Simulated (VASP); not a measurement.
# Y3Ge (I4/mmm) in VASP: single point with PBEsol

Aim: the single point of Y3Ge with PBEsol.

All numbers are computed with VASP 6.6.1; they aren't measurements. Logs are shortened: lines on timing, memory, paths and dates and some standing lists are left out, and cuts for length are marked.

## 1. The cell of the first run

It takes space group I4/mmm (No. 139, tetragonal). Conventional cell: a = 4.596 Å, b = 4.596 Å, c = 10.333 Å, α = 90.00°, β = 90.00°, γ = 90.00°. Within 4.3 Å of Y (site symmetry -4m2) lie 8 Y at 3.25 to 3.46 Å and 4 Ge at 3.46 Å. Y (site symmetry 4/mmm) has 4 Ge at 3.25 Å and 8 Y at 3.46 Å within 4.3 Å. Ge (site symmetry 4/mmm) has 12 Y at 3.25 to 3.46 Å within 4.3 Å.

## 2. Single point, PBEsol (Sn replaced by Ge, lengths x 0.984, strained)

The input, INCAR:

```
SYSTEM = Y3Ge
PREC = Accurate ; ENCUT = 520
EDIFF = 1E-6 ; ISMEAR = 0
SIGMA = 0.1 ; LREAL = .False.
LASPH = .True. ; NELM = 60
ALGO = Fast ; ISIF = 2
LWAVE = .False. ; LCHARG = .False.
GGA = PS ; NBANDS = 32
```

The input, KPOINTS:

```
Automatic mesh
0
Gamma
  14 14 14
  0 0 0
```

The input, POSCAR:

```
Y3Ge
1.0
   -2.2977532271      2.2977532271      5.1667389668
    2.2977532271     -2.2977532271      5.1667389668
    2.2977532271      2.2977532271     -5.1667389668
Y Ge
3 1
Direct
    0.7500000000      0.2500000000      0.5000000000
    0.2500000000      0.7500000000      0.5000000000
    0.5000000000      0.5000000000      0.0000000000
    0.0000000000      0.0000000000      0.0000000000
```

Potentials or basis: VASP PAW PBE potentials, release 64 (Y_sv, Ge_d).

Started as:

```bash
> cat potpaw_PBE.64/Y_sv/POTCAR potpaw_PBE.64/Ge_d/POTCAR > POTCAR
> mpirun -np 1 vasp_std > vasp.out
```

OUTCAR:

```text
SYSTEM = Y3Ge
   PREC = Accurate
   ENCUT = 520
   EDIFF = 1E-6
   ISMEAR = 0
   LREAL = .False.
   LASPH = .True.
   NELM = 60
   ISIF = 2
   GGA = PS

 ion  position               nearest neighbor table
   1  0.750  0.250  0.500-   2 3.25   2 3.25   2 3.25   2 3.25   4 3.46   3 3.46   4 3.46   4 3.46
                             3 3.46   3 3.46   4 3.46   3 3.46
   2  0.250  0.750  0.500-   1 3.25   1 3.25   1 3.25   1 3.25   4 3.46   3 3.46   4 3.46   3 3.46
                             4 3.46   4 3.46   3 3.46   3 3.46
   3  0.500  0.500  0.000-   4 3.25   4 3.25   4 3.25   4 3.25   2 3.46   1 3.46   2 3.46   1 3.46
                             2 3.46   2 3.46   1 3.46   1 3.46
   4  0.000  0.000  0.000-   3 3.25   3 3.25   3 3.25   3 3.25   2 3.46   1 3.46   2 3.46   2 3.46
                             1 3.46   1 3.46   2 3.46   1 3.46

  LATTYP: Found a body centered tetragonal cell.
 ALAT       =     4.5955064542
 C/A-ratio  =     2.2486048135

  Lattice vectors:

 A1 = (  -2.2977532271,   2.2977532271,   5.1667389668)
 A2 = (   2.2977532271,  -2.2977532271,   5.1667389668)
 A3 = (   2.2977532271,   2.2977532271,  -5.1667389668)

Analysis of symmetry for initial positions (statically):
=====================================================================
 Subroutine PRICEL returns:
 Original cell was already a primitive cell.

 Routine SETGRP: Setting up the symmetry group for a
 body centered tetragonal supercell.

 Subroutine GETGRP returns: Found 16 space group operations
 (whereof 16 operations were pure point group operations)
 out of a pool of 16 trial point group operations.

The static configuration has the point symmetry D_4h.

Analysis of symmetry for dynamics (positions and initial velocities):
=====================================================================
 Subroutine PRICEL returns:
 Original cell was already a primitive cell.

 Routine SETGRP: Setting up the symmetry group for a
 body centered tetragonal supercell.

 Subroutine GETGRP returns: Found 16 space group operations
 (whereof 16 operations were pure point group operations)
 out of a pool of 16 trial point group operations.

The dynamic configuration has the point symmetry D_4h.

 Subroutine INISYM returns: Found 16 space group operations
 (whereof 16 operations are pure point group operations),
 and found     1 'primitive' translations

----------------------------------------------------------------------------------------

                                     Primitive cell

  volume of cell :     109.1147

  direct lattice vectors                    reciprocal lattice vectors
    -2.297753227  2.297753227  5.166738967     0.000000000  0.217603872  0.096772839
     2.297753227 -2.297753227  5.166738967     0.217603872  0.000000000  0.096772839
     2.297753227  2.297753227 -5.166738967     0.217603872  0.217603872  0.000000000

  length of vectors
     6.103649018  6.103649018  6.103649018     0.238152110  0.238152110  0.307738348

  position of ions in fractional coordinates (direct lattice)
     0.750000000  0.250000000  0.500000000
     0.250000000  0.750000000  0.500000000
     0.500000000  0.500000000  0.000000000
     0.000000000  0.000000000  0.000000000

  ion indices of the primitive-cell ions
   primitive index   ion index
                 1           1
                 2           2
                 3           3
                 4           4

----------------------------------------------------------------------------------------

 KPOINTS: Automatic mesh

Automatic generation of k-mesh.
 Grid dimensions read from file:
 generate k-points for:   14   14   14

 Generating k-lattice:

  Cartesian coordinates                     Fractional coordinates (reciprocal lattice)
     0.000000000  0.015543134  0.006912346     0.071428571  0.000000000 -0.000000000
     0.015543134  0.000000000  0.006912346     0.000000000  0.071428571 -0.000000000
     0.015543134  0.015543134  0.000000000     0.000000000  0.000000000  0.071428571

  Length of vectors
     0.017010865  0.017010865  0.021981311

  Shift w.r.t. Gamma in fractional coordinates (k-lattice)
     0.000000000  0.000000000  0.000000000

 Subroutine IBZKPT returns following result:
 ===========================================

 Found    244 irreducible k-points:

 Following reciprocal coordinates:
            Coordinates               Weight
  0.000000  0.000000  0.000000      1.000000
  0.071429  0.000000  0.000000      8.000000
  0.142857  0.000000  0.000000      8.000000
  0.214286  0.000000  0.000000      8.000000
  0.285714 -0.000000  0.000000      8.000000
  0.357143  0.000000  0.000000      8.000000
[... 16 lines left out ...]
  0.214286  0.142857  0.000000     16.000000
  0.285714  0.142857  0.000000     16.000000
 [... further k-points ...]
   k-points           NKPTS =    244   k-points in BZ     NKDIM =    244   number of bands    NBANDS=     32
   number of dos      NEDOS =    301   number of ions     NIONS =      4
   total plane-waves  NPLWV = 110592
   dimension x,y,z NGX =    48 NGY =   48 NGZ =   48
   dimension x,y,z NGXF=    96 NGYF=   96 NGZF=   96
   ions per type =               3   1
   NGX,Y,Z   is equivalent  to a cutoff of  13.07, 13.07, 13.07 a.u.
   NGXF,Y,Z  is equivalent  to a cutoff of  26.15, 26.15, 26.15 a.u.
 SYSTEM =  Y3Ge
   PREC   = accura    normal or accurate (medium, high low for compatibility)
   ISTART =      0    job   : 0-new  1-cont  2-samecut
   ICHARG =      2    charge: 1-file 2-atom 10-const
   ISPIN  =      1    spin polarized calculation?
   LNONCOLLINEAR =      F non collinear calculations
   LSORBIT =      F    spin-orbit coupling
   LASPH  =      T    aspherical Exc in radial PAW
   ENCUT  =  520.0 eV  38.22 Ry    6.18 a.u.  11.35 11.35 11.35*2*pi/ulx,y,z
   NELM   =     60;   NELMIN=  2; NELMDL= -5     # of ELM steps
   EDIFF  = 0.1E-05   stopping-criterion for ELM
   LREAL  =      F    real-space projection
   EDIFFG = 0.1E-04   stopping-criterion for IOM
   NSW    =      0    number of steps for IOM
   IBRION =     -1    ionic relax: 0-MD 1-quasi-New 2-CG
   NFREE  =      0    steps in history (QN), initial steepest desc. (CG)
   ISIF   =      2    stress and relaxation
   ISYM   =      2    0-nonsym 1-usesym 2-fastsym
   POTIM  = 0.5000    time-step for ionic-motion
   TEBEG  =    0.0;   TEEND  =   0.0 temperature during run
   PSTRESS=    0.0 pullay stress
   NELECT =      47.0000    total number of electrons
   NUPDOWN=      -1.0000    fix difference up-down
   EMIN   =  10.00;   EMAX   =-10.00  energy-range for DOS
   EFERMI =   0.00;   METHOD = LEGACY
   ISMEAR =     0;   SIGMA  =   0.10  broadening in eV -4-tet -1-fermi 0-gaus
   EFERMI_NEDOS =   21; number of points for ismear=-14 and -15
   IALGO  =     68    algorithm
   IMIX   =      4    mixing-type and parameters
     AMIX     =   0.40;   BMIX     =  1.00
     AMIX_MAG =   1.60;   BMIX_MAG =  1.00
  volume/ion in A,a.u.               =      27.28       184.09
  Fermi-wavevector in a.u.,A,eV,Ry     =   1.236364  2.336389 20.797811  1.528596
  Thomas-Fermi vector in A             =   2.370976
   LORBIT       =      0    0 simple, 1 ext, 2 COOP (PROOUT), +10 PAW based schemes
   GGA     = PS    functional components
   LHFCALC =     F    Hartree Fock is set to
   AEXX    =    0.0000 exact exchange contribution
   IVDW    =     0    specifies the selected vdW correction
   LEPSILON=     F    determine dielectric tensor
   LRPA    =     F    only Hartree local field effects (RPA)
 non-spin polarized calculation
 RMM-DIIS sequential band-by-band and
 Gauss-broadening in eV      SIGMA  =   0.10
  energy-cutoff  :      520.00
  volume of cell :      109.11
 maximum number of plane-waves:      2963
 NGX is ok and might be reduce to    48
   NGX = 23   NGY = 23   NGZ = 23

 number of electron      46.9999999 magnetization

 Free energy of the ion-electron system (eV)
  ---------------------------------------------------
  ext. energy  EPLUGINS =         0.00000000
  ---------------------------------------------------
  free energy    TOTEN  =       -26.65554904 eV

  energy without entropy =      -26.63391842  energy(sigma->0) =      -26.64473373

 E-fermi :   3.8754     XC(G=0): -10.1430

 val. band max:        3.8753461688   @ k =  -0.3571  -0.3571   0.2143
 cond. band min:       3.8764857246   @ k =  -0.2143   0.2857   0.0714
 fundamental gap:      0.0011395558
 Fermi energy:         3.8754044713

 k-point     1 :       0.0000    0.0000    0.0000
  band No.  band energies     occupation
      1     -38.7209      2.00000
      2     -38.6188      2.00000
      3     -38.5450      2.00000
      4     -20.0693      2.00000
      5     -20.0638      2.00000
      6     -20.0638      2.00000
[... 24 lines left out ...]
     31       7.3696      0.00000
     32       7.3714      0.00000

 k-point     2 :       0.0714    0.0000    0.0000
  band No.  band energies     occupation
      1     -38.7189      2.00000
      2     -38.6190      2.00000
      3     -38.5467      2.00000
      4     -20.0694      2.00000
      5     -20.0638      2.00000
      6     -20.0637      2.00000
[... 24 lines left out ...]
     31       7.0728      0.00000
     32       7.4374      0.00000

 k-point     3 :       0.1429    0.0000    0.0000
  band No.  band energies     occupation
      1     -38.7130      2.00000
      2     -38.6196      2.00000
      3     -38.5519      2.00000
      4     -20.0697      2.00000
      5     -20.0639      2.00000
      6     -20.0636      2.00000
[... 24 lines left out ...]
     31       7.0217      0.00000
     32       7.4480      0.00000

 k-point     4 :       0.2143    0.0000    0.0000
  band No.  band energies     occupation
      1     -38.7038      2.00000
      2     -38.6203      2.00000
      3     -38.5602      2.00000
      4     -20.0703      2.00000
      5     -20.0640      2.00000
      6     -20.0634      2.00000
[... 654 lines left out ...]
     31       7.1370      0.00000
     32       7.6579      0.00000

 k-point    23 :       0.2143    0.1429    0.0000
  band No.  band energies     occupation
      1     -38.6944      2.00000
      2     -38.6242      2.00000
      3     -38.5656      2.00000
      4     -20.0705      2.00000
      5     -20.0639      2.00000
      6     -20.0631      2.00000
[... 24 lines left out ...]
     31       7.2031      0.00000
     32       7.6360      0.00000

 k-point    24 :       0.2857    0.1429    0.0000
  band No.  band energies     occupation
      1     -38.6833      2.00000
      2     -38.6252      2.00000
      3     -38.5753      2.00000
      4     -20.0709      2.00000
      5     -20.0639      2.00000
      6     -20.0630      2.00000
[... 24 lines left out ...]
     31       6.9753      0.00000
     32       7.7755      0.00000

 [... further k-points ...]
[... 5 lines left out ...]
  --------------------------------------------------------------------------------------
  -------------------------------------------------------------------------------------
  Total       -2.9866502     -2.9866502     -2.1103971      0.0000000      0.0000000      0.0000000
  in kB      -43.8542477    -43.8542477    -30.9878531      0.0000000      0.0000000      0.0000000
  external PRESSURE =     -39.5654495 kB  Pullay stress =       0.0000000 kB

 VOLUME and BASIS-vectors are now :
 -----------------------------------------------------------------------------
  energy-cutoff  :      520.00
  volume of cell :      109.11
      direct lattice vectors                 reciprocal lattice vectors
    -2.297753227  2.297753227  5.166738967     0.000000000  0.217603872  0.096772839
     2.297753227 -2.297753227  5.166738967     0.217603872  0.000000000  0.096772839
     2.297753227  2.297753227 -5.166738967     0.217603872  0.217603872  0.000000000

 POSITION                                       TOTAL-FORCE (eV/Angst)
 -----------------------------------------------------------------------------------
     -0.00000      2.29775      2.58337         0.000000     -0.000000      0.000000
      2.29775     -0.00000      2.58337        -0.000000      0.000000     -0.000000
      0.00000      0.00000      5.16674        -0.000000     -0.000000      0.000000
      0.00000      0.00000      0.00000        -0.000000     -0.000000      0.000000
 -----------------------------------------------------------------------------------
    total drift:                                0.000000     -0.000000      0.000000

  FREE ENERGIE OF THE ION-ELECTRON SYSTEM (eV)
  ---------------------------------------------------
  free  energy   TOTEN  =       -26.6555490427 eV

  energy  without entropy=      -26.6339184228  energy(sigma->0) =      -26.64473373
```

Wall time 70 min (1 thread of Intel Xeon Platinum 8124M at 3.00GHz (Skylake/Cascade Lake), shared host); peak memory 0.94 GiB.

Results:

* Free energy: -26.6555 eV
* Pressure: -4.0 GPa
* Band gap on the k mesh: zero (an odd number of electrons rules out a gap without spin polarisation)

Levels at points of the mesh, in eV from the Fermi level:
```csv
k point,band 21,band 22,band 23,band 24,band 25,band 26,band 27,band 28
"(0.00, 0.00, 0.00)",-1.19,-1.19,-0.48,-0.01,0.20,0.58,1.19,1.19
"(0.50, 0.00, 0.00)",-1.53,-0.77,-0.56,0.38,1.05,1.46,1.51,1.72
"(0.50, 0.50, 0.00)",-1.59,-1.52,-1.28,0.18,0.65,0.90,1.23,2.07
"(0.50, 0.50, 0.50)",-0.92,-0.55,-0.55,-0.21,-0.15,-0.15,0.47,2.02
```

Caveat: the cell differs from its parent crystal (Sn replaced by Ge, lengths x 0.984, strained); the cell stands under tension; the PAW data sets were made with another functional, which shifts forces and pressure a little.
